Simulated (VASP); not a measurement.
Yb, 1 atom in the cell. Symmetry: I4/mmm, No. 139, tetragonal system. Conventional cell: a = 3.851 Å, b = 3.851 Å, c = 5.568 Å, α = 90.00°, β = 90.00°, γ = 90.00°. Yb (site symmetry 4/mmm) has 12 Yb at 3.85 to 3.89 Å within 5.1 Å.  This cell differs from its parent crystal: z stretched by +1.5 % at fixed volume.

| Item | Value |
| --- | --- |
| Program | VASP 6.6.1 |
| Task | electric field gradients |
| Functional | PBE |
| Potentials or basis | VASP PAW PBE potentials, release 64 (Yb) |
| Cutoff | 520 eV |
| k mesh | 13 × 13 × 13 |
| Occupations | fermi-dirac, width 0.05 eV |
| Spin | no spin polarisation |
| Dipole correction | no |
| Further INCAR settings | ALGO = Fast; EDIFF = 1e-08; NBANDS = 18 |

Potentials or basis: VASP PAW PBE potentials, release 64 (Yb).

Command:

```bash
$ cat potpaw_PBE.64/Yb/POTCAR > POTCAR
$ mpirun -np 1 vasp_std > vasp.out
```

Hardware: 1 thread of Intel(R) Xeon(R) Platinum 8259CL CPU @ 2.50GHz (Skylake/Cascade Lake), with other jobs on the host.

Question: How long does it take, and how much memory?

Answer: Run time: 12 min on 1 thread of Intel(R) Xeon(R) Platinum 8259CL CPU @ 2.50GHz (Skylake/Cascade Lake), with other jobs on the host, peak memory 0.3 GiB. Counts: scf iterations 61, k points 196.
